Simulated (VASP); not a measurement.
Set up this calculation in VASP 6.6.1, as the native input.

```yaml
Task: relaxation of shape and atoms at fixed volume
Functional: r2SCAN
Potentials_or_basis: VASP PAW PBE potentials, release 64 (Al, N)
Cutoff: 600 eV
k_mesh: 12 × 12 × 6
Occupations: gaussian, width 0.02 eV
Spin: no spin polarisation
Dipole_correction: no
Further_INCAR_settings: ALGO = Normal; EDIFF = 1e-06; IBRION = 2; EDIFFG = -0.01; NSW = 50; ISIF = 4
```

The system is AlN.

```
CELL_PARAMETERS angstrom
3.16600 0.00000 0.00000
-1.58300 2.74184 0.00000
0.00000 0.00000 5.08132
ATOMIC_POSITIONS crystal
Al 0.33333 0.66667 0.99937
Al 0.66667 0.33333 0.49937
N 0.33333 0.66667 0.38063
N 0.66667 0.33333 0.88063
```

One way to write it, as run:

POSCAR

```
AlN
1.0
    3.1660029385      0.0000000000      0.0000000000
   -1.5830014692      2.7418389732      0.0000000000
    0.0000000000      0.0000000000      5.0813221228
Al N
2 2
Direct
    0.3333333333      0.6666666667     -0.0006309280
    0.6666666667      0.3333333333      0.4993690720
    0.3333333333      0.6666666667      0.3806309280
    0.6666666667      0.3333333333      0.8806309280
```

INCAR.step1

```
PREC     = Accurate       # precision mode
ENCUT    = 600            # plane-wave cutoff, eV
ISMEAR   = 0              # smearing method
SIGMA    = 0.02           # smearing width, eV
LREAL    = False          # projectors in reciprocal space
LASPH    = True           # aspherical terms in the spheres
NELM     = 80             # most SCF steps
GGA      = PE             # functional
ALGO     = Normal         # electronic algorithm
EDIFF    = 1E-4           # SCF threshold, eV
LWAVE    = True           # write WAVECAR
LCHARG   = False          # write CHGCAR
```

INCAR.step2

```
PREC     = Accurate       # precision mode
ENCUT    = 600            # plane-wave cutoff, eV
EDIFF    = 1E-6           # SCF threshold, eV
ISMEAR   = 0              # smearing method
SIGMA    = 0.02           # smearing width, eV
LREAL    = False          # projectors in reciprocal space
LASPH    = True           # aspherical terms in the spheres
NELM     = 80             # most SCF steps
ALGO     = Normal         # electronic algorithm
ISIF     = 4              # what is computed and relaxed
LWAVE    = False          # write WAVECAR
LCHARG   = False          # write CHGCAR
METAGGA  = R2SCAN         # meta-GGA
LMIXTAU  = True         
IBRION   = 2              # ionic algorithm
NSW      = 50             # ionic steps
EDIFFG   = -0.01          # ionic threshold
ISTART   = 1
```

KPOINTS

```
regular mesh
0
Gamma
  12 12 6
```

Potentials or basis: VASP PAW PBE potentials, release 64 (Al, N).

Run with:

```bash
$ cat potpaw_PBE.64/Al/POTCAR potpaw_PBE.64/N/POTCAR > POTCAR
$ cp INCAR.step1 INCAR
$ mpirun -np 1 vasp_std > vasp.out
$ cp INCAR.step2 INCAR
$ mpirun -np 1 vasp_std > vasp.out
```

Results of the run:

- Energy gained by relaxing: 0.0 meV/atom
- Ionic steps: 2
- Pressure after relaxing: -11.3 GPa
- Largest force after relaxing: 0.008 eV/Å
- Band gap on the k mesh: 4.40 eV

Caveat: the PAW data sets were made with another functional, which shifts forces and pressure a little.

Wall time 3.5 min on 1 thread of Intel(R) Xeon(R) Platinum 8488C (Sapphire Rapids) (shared host), peak memory 0.21 GiB.
